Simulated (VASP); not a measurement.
# Na (I4/mmm) in VASP: single point with r2SCAN

Aim: the single point of Na with r2SCAN.

Program: VASP 6.6.1. These are calculated values, not measurements. Logs are shortened: lines on timing, memory, paths and dates and some standing lists are left out, and cuts for length are marked.

**1. The cell of the first run**

The structure is tetragonal, space group I4/mmm (No. 139). The conventional cell has a = 3.777 Å, b = 3.777 Å, c = 5.275 Å, α = 90.00°, β = 90.00°, γ = 90.00°. Within 4.9 Å of Na (site symmetry 4/mmm) lie 12 Na at 3.75 to 3.78 Å.

**2. Single point, r2SCAN**

POSCAR

```
Na
1.0
   -1.8882900000      1.8882900000      2.6372800000
    1.8882900000     -1.8882900000      2.6372800000
    1.8882900000      1.8882900000     -2.6372800000
Na
1
Direct
    0.0000000000      0.0000000000      0.0000000000
```

INCAR.step1

```
PREC = Accurate
ENCUT = 520
ISMEAR = 0
SIGMA = 0.05
LREAL = False
LASPH = True
NELM = 80
NBANDS = 10
GGA = PE
ALGO = Normal
EDIFF = 1E-4
LWAVE = True
LCHARG = False
```

INCAR.step2

```
PREC = Accurate
ENCUT = 520
EDIFF = 1E-7
ISMEAR = 0
SIGMA = 0.05
LREAL = False
LASPH = True
NELM = 80
ALGO = Normal
ISIF = 2
LWAVE = False
LCHARG = False
METAGGA = R2SCAN
LMIXTAU = True
NBANDS = 10
ISTART = 1
```

KPOINTS

```
regular mesh
0
Gamma
  8 8 8
```

Potentials or basis: VASP PAW PBE potentials, release 64 (Na_pv).

Run with:

```sh
$ cat potpaw_PBE.64/Na_pv/POTCAR > POTCAR
$ cp INCAR.step1 INCAR
$ mpirun -np 1 vasp_std > vasp.out
$ cp INCAR.step2 INCAR
$ mpirun -np 1 vasp_std > vasp.out
```

OUTCAR:

```text
PREC = Accurate
   ENCUT = 520
   EDIFF = 1E-7
   ISMEAR = 0
   LREAL = False
   LASPH = True
   NELM = 80
   ISIF = 2
   METAGGA = R2SCAN
   ISTART = 1

 ion  position               nearest neighbor table
   1  0.000  0.000  0.000-

  LATTYP: Found a body centered tetragonal cell.
 ALAT       =     3.7765800000
 C/A-ratio  =     1.3966498790

  Lattice vectors:

 A1 = (  -1.8882900000,   1.8882900000,   2.6372800000)
 A2 = (   1.8882900000,  -1.8882900000,   2.6372800000)
 A3 = (   1.8882900000,   1.8882900000,  -2.6372800000)

Analysis of symmetry for initial positions (statically):
=====================================================================
 Subroutine PRICEL returns:
 Original cell was already a primitive cell.

 Routine SETGRP: Setting up the symmetry group for a
 body centered tetragonal supercell.

 Subroutine GETGRP returns: Found 16 space group operations
 (whereof 16 operations were pure point group operations)
 out of a pool of 16 trial point group operations.

The static configuration has the point symmetry D_4h.

Analysis of symmetry for dynamics (positions and initial velocities):
=====================================================================
 Subroutine PRICEL returns:
 Original cell was already a primitive cell.

 Routine SETGRP: Setting up the symmetry group for a
 body centered tetragonal supercell.

 Subroutine GETGRP returns: Found 16 space group operations
 (whereof 16 operations were pure point group operations)
 out of a pool of 16 trial point group operations.

The dynamic configuration has the point symmetry D_4h.

 Subroutine INISYM returns: Found 16 space group operations
 (whereof 16 operations are pure point group operations),
 and found     1 'primitive' translations

----------------------------------------------------------------------------------------

                                     Primitive cell

  volume of cell :      37.6144

  direct lattice vectors                    reciprocal lattice vectors
    -1.888290000  1.888290000  2.637280000     0.000000000  0.264789836  0.189589274
     1.888290000 -1.888290000  2.637280000     0.264789836  0.000000000  0.189589274
     1.888290000  1.888290000 -2.637280000     0.264789836  0.264789836  0.000000000

  length of vectors
     3.753201839  3.753201839  3.753201839     0.325665089  0.325665089  0.374469378

  position of ions in fractional coordinates (direct lattice)
     0.000000000  0.000000000  0.000000000

  ion indices of the primitive-cell ions
   primitive index   ion index
                 1           1

----------------------------------------------------------------------------------------

 KPOINTS: regular mesh

Automatic generation of k-mesh.
 Grid dimensions read from file:
 generate k-points for:    8    8    8

 Generating k-lattice:

  Cartesian coordinates                     Fractional coordinates (reciprocal lattice)
     0.000000000  0.033098730  0.023698659     0.125000000  0.000000000  0.000000000
     0.033098730  0.000000000  0.023698659     0.000000000  0.125000000  0.000000000
     0.033098730  0.033098730  0.000000000     0.000000000  0.000000000  0.125000000

  Length of vectors
     0.040708136  0.040708136  0.046808672

  Shift w.r.t. Gamma in fractional coordinates (k-lattice)
     0.000000000  0.000000000  0.000000000

 Subroutine IBZKPT returns following result:
 ===========================================

 Found     59 irreducible k-points:

 Following reciprocal coordinates:
            Coordinates               Weight
  0.000000  0.000000  0.000000      1.000000
  0.125000  0.000000  0.000000      8.000000
  0.250000  0.000000  0.000000      8.000000
  0.375000 -0.000000  0.000000      8.000000
  0.500000  0.000000  0.000000      4.000000
  0.125000  0.125000  0.000000      8.000000
[... 16 lines left out ...]
  0.250000  0.125000  0.125000     16.000000
  0.375000  0.125000  0.125000      8.000000
 [... further k-points ...]
   k-points           NKPTS =     59   k-points in BZ     NKDIM =     59   number of bands    NBANDS=     10
   number of dos      NEDOS =    301   number of ions     NIONS =      1
   total plane-waves  NPLWV =  21952
   dimension x,y,z NGX =    28 NGY =   28 NGZ =   28
   dimension x,y,z NGXF=    56 NGYF=   56 NGZF=   56
   ions per type =               1
   NGX,Y,Z   is equivalent  to a cutoff of  12.40, 12.40, 12.40 a.u.
   NGXF,Y,Z  is equivalent  to a cutoff of  24.80, 24.80, 24.80 a.u.
 SYSTEM =  unknown system
   PREC   = accura    normal or accurate (medium, high low for compatibility)
   ISTART =      1    job   : 0-new  1-cont  2-samecut
   ICHARG =      0    charge: 1-file 2-atom 10-const
   ISPIN  =      1    spin polarized calculation?
   LNONCOLLINEAR =      F non collinear calculations
   LSORBIT =      F    spin-orbit coupling
   LASPH  =      T    aspherical Exc in radial PAW
   ENCUT  =  520.0 eV  38.22 Ry    6.18 a.u.   6.98  6.98  6.98*2*pi/ulx,y,z
   NELM   =     80;   NELMIN=  2; NELMDL=  0     # of ELM steps
   EDIFF  = 0.1E-06   stopping-criterion for ELM
   LREAL  =      F    real-space projection
   EDIFFG = 0.1E-05   stopping-criterion for IOM
   NSW    =      0    number of steps for IOM
   IBRION =     -1    ionic relax: 0-MD 1-quasi-New 2-CG
   NFREE  =      0    steps in history (QN), initial steepest desc. (CG)
   ISIF   =      2    stress and relaxation
   ISYM   =      2    0-nonsym 1-usesym 2-fastsym
   POTIM  = 0.5000    time-step for ionic-motion
   TEBEG  =    0.0;   TEEND  =   0.0 temperature during run
   PSTRESS=    0.0 pullay stress
   NELECT =       7.0000    total number of electrons
   NUPDOWN=      -1.0000    fix difference up-down
   EMIN   =  10.00;   EMAX   =-10.00  energy-range for DOS
   EFERMI =   0.00;   METHOD = LEGACY
   ISMEAR =     0;   SIGMA  =   0.05  broadening in eV -4-tet -1-fermi 0-gaus
   EFERMI_NEDOS =   21; number of points for ismear=-14 and -15
   IALGO  =     38    algorithm
   IMIX   =      4    mixing-type and parameters
     AMIX     =   0.40;   BMIX     =  1.00
     AMIX_MAG =   1.60;   BMIX_MAG =  1.00
  volume/ion in A,a.u.               =      37.61       253.83
  Fermi-wavevector in a.u.,A,eV,Ry     =   0.934666  1.766262 11.886049  0.873600
  Thomas-Fermi vector in A             =   2.061494
   LORBIT       =      0    0 simple, 1 ext, 2 COOP (PROOUT), +10 PAW based schemes
   METAGGA = R2SCAN    functional components
   LHFCALC =     F    Hartree Fock is set to
   AEXX    =    0.0000 exact exchange contribution
   IVDW    =     0    specifies the selected vdW correction
   LEPSILON=     F    determine dielectric tensor
   LRPA    =     F    only Hartree local field effects (RPA)
 non-spin polarized calculation
 Gauss-broadening in eV      SIGMA  =   0.05
  energy-cutoff  :      520.00
  volume of cell :       37.61
 maximum number of plane-waves:      1028
   NGX = 13   NGY = 13   NGZ = 13

 number of electron       6.9999993 magnetization

 Free energy of the ion-electron system (eV)
  ---------------------------------------------------
  ext. energy  EPLUGINS =         0.00000000
  ---------------------------------------------------
  free energy    TOTEN  =        -3.55230147 eV

  energy without entropy =       -3.55172259  energy(sigma->0) =       -3.55201203

 E-fermi :   0.1009     XC(G=0):  -6.8773

 val. band max:        0.0547224758   @ k =   0.3750   0.1250   0.0000
 cond. band min:       0.1092931607   @ k =  -0.3750  -0.3750   0.3750
 fundamental gap:      0.0545706849
 Fermi energy:         0.1009440768

 k-point     1 :       0.0000    0.0000    0.0000
  band No.  band energies     occupation
      1     -25.7140      2.00000
      2     -25.7136      2.00000
      3     -25.7135      2.00000
      4      -3.1522      2.00000
      5      11.9682      0.00000
      6      11.9685      0.00000
      7      12.0197      0.00000
      8      13.2619      0.00000
      9      14.0245      0.00000
     10      14.0293      0.00000

 k-point     2 :       0.1250    0.0000    0.0000
  band No.  band energies     occupation
      1     -25.7186      2.00000
      2     -25.7145      2.00000
      3     -25.7143      2.00000
      4      -2.8773      2.00000
      5       9.2878      0.00000
      6      11.5937      0.00000
      7      11.6586      0.00000
      8      13.1881      0.00000
      9      14.6735      0.00000
     10      14.6955      0.00000

 k-point     3 :       0.2500    0.0000    0.0000
  band No.  band energies     occupation
      1     -25.7306      2.00000
      2     -25.7161      2.00000
      3     -25.7160      2.00000
      4      -2.0613      2.00000
      5       6.1926      0.00000
      6      11.1290      0.00000
      7      11.2402      0.00000
      8      12.5545      0.00000
      9      13.7939      0.00000
     10      14.0448      0.00000

 k-point     4 :       0.3750   -0.0000    0.0000
  band No.  band energies     occupation
      1     -25.7426      2.00000
      2     -25.7178      2.00000
      3     -25.7176      2.00000
      4      -0.7308      2.00000
      5       3.4667      0.00000
      6      10.9173      0.00000
      7      11.0730      0.00000
      8      12.2675      0.00000
      9      12.7525      0.00000
     10      12.9900      0.00000

 k-point     5 :       0.5000    0.0000    0.0000
  band No.  band energies     occupation
      1     -25.7475      2.00000
      2     -25.7185      2.00000
      3     -25.7182      2.00000
      4       0.8045      0.00000
      5       1.4647      0.00000
      6      10.8890      0.00000
      7      11.0697      0.00000
      8      12.2027      0.00000
      9      12.3523      0.00000
     10      12.6057      0.00000

 k-point     6 :       0.1250    0.1250    0.0000
  band No.  band energies     occupation
      1     -25.7246      2.00000
      2     -25.7174      2.00000
      3     -25.7149      2.00000
      4      -2.4193      2.00000
      5       8.0003      0.00000
      6       9.0976      0.00000
      7      12.6981      0.00000
      8      13.2417      0.00000
      9      14.1766      0.00000
     10      14.3275      0.00000
[... 183 lines left out ...]
 k-point    21 :       0.5000    0.5000    0.0000
  band No.  band energies     occupation
      1     -25.7454      2.00000
      2     -25.7265      2.00000
      3     -25.7251      2.00000
      4       2.0931      0.00000
      5       2.7749      0.00000
      6       6.8826      0.00000
      7       8.0497      0.00000
      8       8.0560      0.00000
      9      10.4295      0.00000
     10      21.2189      0.00000

 k-point    22 :       0.1250    0.1250    0.1250
  band No.  band energies     occupation
      1     -25.7336      2.00000
      2     -25.7218      2.00000
      3     -25.7183      2.00000
      4      -1.3521      2.00000
      5       6.3625      0.00000
      6       7.4129      0.00000
      7       9.7261      0.00000
      8      11.8198      0.00000
      9      13.7876      0.00000
     10      15.2860      0.00000

 k-point    23 :       0.2500    0.1250    0.1250
  band No.  band energies     occupation
      1     -25.7400      2.00000
      2     -25.7256      2.00000
      3     -25.7202      2.00000
      4      -0.0400      1.99993
      5       4.0711      0.00000
      6       6.7908      0.00000
      7       8.5494      0.00000
      8      12.4530      0.00000
      9      13.9677      0.00000
     10      15.4812      0.00000

 k-point    24 :       0.3750    0.1250    0.1250
  band No.  band energies     occupation
      1     -25.7427      2.00000
      2     -25.7269      2.00000
      3     -25.7212      2.00000
      4       1.4614      0.00000
      5       2.1364      0.00000
      6       6.7743      0.00000
      7       8.0568      0.00000
      8      12.9153      0.00000
      9      13.1310      0.00000
     10      17.6360      0.00000

 [... further k-points ...]
[... 5 lines left out ...]
  --------------------------------------------------------------------------------------
  -------------------------------------------------------------------------------------
  Total       -0.0006211     -0.0006211      0.0007011      0.0000000     -0.0000000      0.0000000
  in kB       -0.0264562     -0.0264562      0.0298648      0.0000000     -0.0000000      0.0000000
  external PRESSURE =      -0.0076825 kB  Pullay stress =       0.0000000 kB

 VOLUME and BASIS-vectors are now :
 -----------------------------------------------------------------------------
  energy-cutoff  :      520.00
  volume of cell :       37.61
      direct lattice vectors                 reciprocal lattice vectors
    -1.888290000  1.888290000  2.637280000     0.000000000  0.264789836  0.189589274
     1.888290000 -1.888290000  2.637280000     0.264789836  0.000000000  0.189589274
     1.888290000  1.888290000 -2.637280000     0.264789836  0.264789836  0.000000000

 POSITION                                       TOTAL-FORCE (eV/Angst)
 -----------------------------------------------------------------------------------
      0.00000      0.00000      0.00000         0.000000      0.000000      0.000000
 -----------------------------------------------------------------------------------
    total drift:                                0.000000     -0.000000     -0.000000

  FREE ENERGIE OF THE ION-ELECTRON SYSTEM (eV)
  ---------------------------------------------------
  free  energy   TOTEN  =        -3.5523014716 eV

  energy  without entropy=       -3.5517225929  energy(sigma->0) =       -3.55201203
```

It took 69 s on 1 thread of Intel Xeon Platinum 8488C (Sapphire Rapids), shared host; peak memory 0.16 GiB.

Results:

| Item | Value |
| --- | --- |
| Free energy | -3.5523 eV |
| Pressure | 0.0 GPa |

Levels at points of the mesh, in eV from the Fermi level:
| k point | band 1 | band 2 | band 3 | band 4 | band 5 | band 6 | band 7 | band 8 |
| --- | --- | --- | --- | --- | --- | --- | --- | --- |
| (0.00, 0.00, 0.00) | -25.81 | -25.81 | -25.81 | -3.25 | 11.87 | 11.87 | 11.92 | 13.16 |
| (0.50, 0.00, 0.00) | -25.85 | -25.82 | -25.82 | 0.70 | 1.36 | 10.79 | 10.97 | 12.10 |
| (0.50, 0.50, 0.00) | -25.85 | -25.83 | -25.83 | 1.99 | 2.67 | 6.78 | 7.95 | 7.96 |
| (0.50, 0.50, 0.50) | -25.85 | -25.83 | -25.83 | 2.13 | 2.80 | 6.66 | 7.80 | 7.80 |

Caveat: the PAW data sets were made with another functional, which shifts forces and pressure a little.
